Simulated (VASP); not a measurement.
Here is a VASP 6.6.1 calculation.

The input INCAR:

```
PREC     = Accurate       # precision mode
ENCUT    = 520            # plane-wave cutoff, eV
EDIFF    = 1E-6           # SCF threshold, eV
ISMEAR   = 0              # smearing method
SIGMA    = 0.1            # smearing width, eV
LREAL    = False          # projectors in reciprocal space
LASPH    = True           # aspherical terms in the spheres
NELM     = 80             # most SCF steps
ALGO     = Normal         # electronic algorithm
ISIF     = 2              # what is computed and relaxed
LWAVE    = False          # write WAVECAR
LCHARG   = True           # write CHGCAR
GGA      = PE             # functional
LELF     = True           # ELF
LVHAR    = True         
NBANDS   = 47             # bands
```

KPOINTS

```
Automatic mesh
0
Gamma
  4 4 4
```

POSCAR

```
Zr2Ge
1.0
    0.0000000000      3.7004145513      3.7004145513
    3.7004145513      0.0000000000      3.7004145513
    3.7004145513      3.7004145513      0.0000000000
Zr Ge
4 2
Direct
    0.6250000000      0.6250000000      0.6250000000
    0.1250000000      0.6250000000      0.6250000000
    0.6250000000      0.6250000000      0.1250000000
    0.6250000000      0.1250000000      0.6250000000
    0.0000000000      0.0000000000      0.0000000000
    0.2500000000      0.2500000000      0.2500000000
```

Potentials or basis: VASP PAW PBE potentials, release 64 (Zr_sv, Ge_d).

Command:

```sh
$ cat potpaw_PBE.64/Zr_sv/POTCAR potpaw_PBE.64/Ge_d/POTCAR > POTCAR
$ mpirun -np 1 vasp_std > vasp.out
```

Task: What does it give for the band gap on the k mesh?

Result: Zero (bands 38 and 39 overlap by 0.86 eV).

Task: What does it give for the pressure?

Result: 31.1 GPa.

Caveat: the k points lie up to 0.37 Å⁻¹ apart, too coarse for converged energies and pressures of a metal.
